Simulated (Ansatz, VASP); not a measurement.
This is a calculation of Tl for Ansatz 0.2.0.

The input input.yaml:

```yaml
crystal:
  lattice:
    - [3.4092915716, 0.0, 0.0]
    - [-1.7046457858, 2.9525331099, 0.0]
    - [0.0, 0.0, 5.4503286843]
  atoms:
    - { symbol: Tl, position: [0.6666666667, 0.3333333333, 0.75] }
    - { symbol: Tl, position: [0.3333333333, 0.6666666667, 0.25] }
kpoints:
  mp_grid: { grid: [9, 9, 5] }
scf:
  occupations: { method: fermi_dirac, width: 0.05 }
hamiltonian:
  xc: lda
  pseudopotentials: { kind: all_electron, lapw: { basis_error: 0.001 } }
output:
  forces: true
  stress: true
  eigenvalues: true
```

Potentials or basis: all-electron LAPW, scalar-relativistic.

The run is started by

```sh
$ ansatz run input.yaml --threads 1 --pin off --max-ram 3072MiB --backend cpu --events-out ev --progress --plain --runs-dir out
```

Problem. Translate it to VASP 6.6.1. Potentials there: VASP PAW LDA potentials, release 64 (Tl_d).

Solution. As run (the cutoff follows the program's own potentials):

File INCAR:

```
  PREC = Accurate
  ENCUT = 520
  EDIFF = 1E-7
  ISMEAR = -1
  SIGMA = 0.05
  LREAL = F
  LASPH = T
  NELM = 80
  ALGO = Fast
  ISIF = 2
  LWAVE = F
  LCHARG = F
  NBANDS = 20
```

KPOINTS

```
Automatic mesh
0
Gamma
  9 9 5
```

POSCAR

```
Tl
1.0
    3.4092915716      0.0000000000      0.0000000000
   -1.7046457858      2.9525331099      0.0000000000
    0.0000000000      0.0000000000      5.4503286843
Tl
2
Direct
    0.6666666667      0.3333333333      0.7500000000
    0.3333333333      0.6666666667      0.2500000000
```

Potentials or basis: VASP PAW LDA potentials, release 64 (Tl_d).

The run is started by

```console
$ cat potpaw_LDA.64/Tl_d/POTCAR > POTCAR
$ mpirun -np 1 vasp_std > vasp.out
```

Both were run:

|  | VASP | Ansatz | Ansatz less VASP |
| --- | --- | --- | --- |
| gap on the k mesh at the Fermi level (eV) | none | none | - |
| pressure (GPa) | 0.1 | 0.0 | -0.06 |
| traceless stress, the component that is largest in VASP (GPa) | 1.01 | 0.97 | -0.034 |

LDA's correlation is that of Perdew and Zunger in VASP and of Perdew and Wang (1992) in Ansatz. A gap of «none» marks a metal or a gap that the smearing closes. Ansatz ran all-electron here, and VASP with PAW potentials.

Spin-orbit coupling is off throughout.
